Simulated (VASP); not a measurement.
A run of VASP 6.6.1:

INCAR

```
PREC = Accurate
ENCUT = 520
EDIFF = 1E-6
ISMEAR = 0
SIGMA = 0.05
LREAL = F
LASPH = T
NELM = 100
ALGO = Normal
ISIF = 2
LWAVE = F
LCHARG = F
NBANDS = 26
```

The input KPOINTS:

```
Automatic mesh
0
Gamma
  8 6 4
```

File POSCAR:

```
AlN
1.0
   -1.6378403119      2.8368226349      0.0000000000
    0.0000000000      0.0000000000      4.1006264518
    4.9135209358      2.8368226349      0.0000000000
Al N
4 4
Direct
    0.6260610535      0.7500000000      0.2591599889
    1.0000000000      0.7500000000      0.6666666667
    0.0000000000      0.2500000000      0.3333333333
    0.5000000000      0.2500000000      0.8333333333
    0.5000000000      0.2500000000      0.1666666667
    1.0000000000      0.2500000000      0.6666666667
    0.0000000000      0.7500000000      0.3333333333
    0.5000000000      0.7500000000      0.8333333333
```

Potentials or basis: VASP PAW LDA potentials, release 64 (Al, N).

Command:

```sh
$ cat potpaw_LDA.64/Al/POTCAR potpaw_LDA.64/N/POTCAR > POTCAR
$ mpirun -np 1 vasp_std > vasp.out
```

Hardware: 1 thread of Intel(R) Xeon(R) 6975P-C (Granite Rapids), on a shared host.

Question: Estimate the wall time of this run.

Answer: Wall time 36 s on 1 thread of Intel(R) Xeon(R) 6975P-C (Granite Rapids), on a shared host, peak memory 0.22 GiB. Counts: scf iterations 14, k points 72.
